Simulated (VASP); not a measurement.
# Si (a cell with a defect): relaxation of the atoms with PBEsol

System: Si (a cell with a defect).

```
Si
1.0
     0.00000    5.43000    5.43000
     5.43000    0.00000    5.43000
     5.43000    5.43000    0.00000
Si
17
Direct
  0.00000 0.00000 0.00000
  0.12500 0.12500 0.12500
  0.00000 0.00000 0.50000
  0.12500 0.12500 0.62500
  0.00000 0.50000 0.00000
  0.12500 0.62500 0.12500
  0.00000 0.50000 0.50000
  0.12500 0.62500 0.62500
  0.50000 0.00000 0.00000
  0.62500 0.12500 0.12500
  0.50000 0.00000 0.50000
  0.62500 0.12500 0.62500
  0.50000 0.50000 0.00000
  0.62500 0.62500 0.12500
  0.50000 0.50000 0.50000
  0.62500 0.62500 0.62500
  0.37356 0.37838 0.37714
```

```
Program                : VASP 6.6.1
Task                   : relaxation of the atoms
Functional             : PBEsol
Potentials or basis    : VASP PAW PBE potentials, release 64 (Si)
Cutoff                 : 520 eV
k mesh                 : 2 × 2 × 2
Occupations            : fermi-dirac, width 0.02 eV
Spin                   : no spin polarisation
Dipole correction      : no
Further INCAR settings : LREAL = Auto; ALGO = Normal; EDIFF = 1e-06; IBRION = 2; EDIFFG = -0.03; NSW = 80
```

```yaml
Energy_gained_by_relaxing: 7.1 meV/atom
Ionic_steps: 6
Pressure_after_relaxing: 3.5 GPa
Largest_force_after_relaxing: 0.022 eV/Å
Band_gap_on_the_k_mesh: zero (bands 34 and 35 overlap by 0.25 eV)
```

Forces in eV/Å, atoms in the order of the input:
```
Si  -0.001  0.002  0.001
Si   0.000  0.000  0.000
Si   0.000  0.003 -0.004
Si   0.003 -0.005  0.000
Si   0.001 -0.005  0.003
Si   0.002  0.001 -0.004
Si   0.006  0.002  0.003
Si  -0.002  0.002  0.002
Si  -0.003  0.000 -0.001
Si   0.000 -0.001  0.000
Si   0.003  0.004 -0.001
Si   0.006 -0.001  0.007
Si   0.004 -0.002  0.005
Si   0.005  0.006 -0.001
Si   0.003 -0.002 -0.001
Si  -0.007 -0.001 -0.003
Si  -0.020 -0.002 -0.007
```

Step by step:
```tsv
step	energy change (eV)	largest force (eV/Å)	pressure (GPa)
1	0.0000	1.0180	3.98
2	-0.1172	0.1206	3.51
3	-0.1183	0.1372	3.47
4	-0.1204	0.0474	3.48
5	-0.1205	0.0570	3.48
6	-0.1209	0.0215	3.48
```

Final structure:
```
Si
1.0
     0.00000    5.43000    5.43000
     5.43000    0.00000    5.43000
     5.43000    5.43000    0.00000
Si
17
Direct
  0.00043 0.00056 0.00052
  0.12502 0.12496 0.12498
  0.00052 0.00065 0.49837
  0.12199 0.12210 0.62798
  0.00054 0.49834 0.00064
  0.12199 0.62800 0.12207
  0.99312 0.50224 0.50226
  0.12199 0.62806 0.62805
  0.49844 0.00060 0.00056
  0.62791 0.12211 0.12209
  0.50193 0.99422 0.50189
  0.62797 0.12210 0.62800
  0.50203 0.50197 0.99394
  0.62798 0.62803 0.12207
  0.50256 0.50245 0.50248
  0.62466 0.62580 0.62550
  0.37449 0.37617 0.37573
```

Levels at points of the mesh, in eV from the Fermi level:
```tsv
k point	band 31	band 32	band 33	band 34	band 35	band 36	band 37	band 38
(0.00, 0.00, 0.00)	-0.76	-0.76	-0.76	-0.24	-0.23	-0.23	0.05	0.05
(0.50, 0.00, 0.00)	-1.51	-1.35	-1.35	-0.32	0.52	0.53	0.88	0.88
(0.00, 0.50, 0.00)	-1.51	-1.35	-1.35	-0.32	0.52	0.53	0.88	0.88
(0.00, 0.00, 0.50)	-1.51	-1.35	-1.35	-0.32	0.52	0.53	0.88	0.88
(0.50, 0.50, 0.50)	-1.51	-1.35	-1.35	-0.32	0.52	0.53	0.88	0.88
(0.50, 0.50, 0.00)	-1.95	-1.81	-0.96	0.02	0.72	1.05	1.05	1.15
(0.00, 0.50, 0.50)	-1.95	-1.81	-0.96	0.02	0.72	1.05	1.05	1.15
(0.50, 0.00, 0.50)	-1.95	-1.81	-0.96	0.02	0.72	1.05	1.05	1.15
```

Wall time 18 min on 1 thread of Oxide Virtual Turin-like Processor, with other jobs on the host, peak memory 0.5 GiB.

Caveat: the k points lie up to 0.50 Å⁻¹ apart; the PAW data sets were made with another functional, which shifts forces and pressure a little.
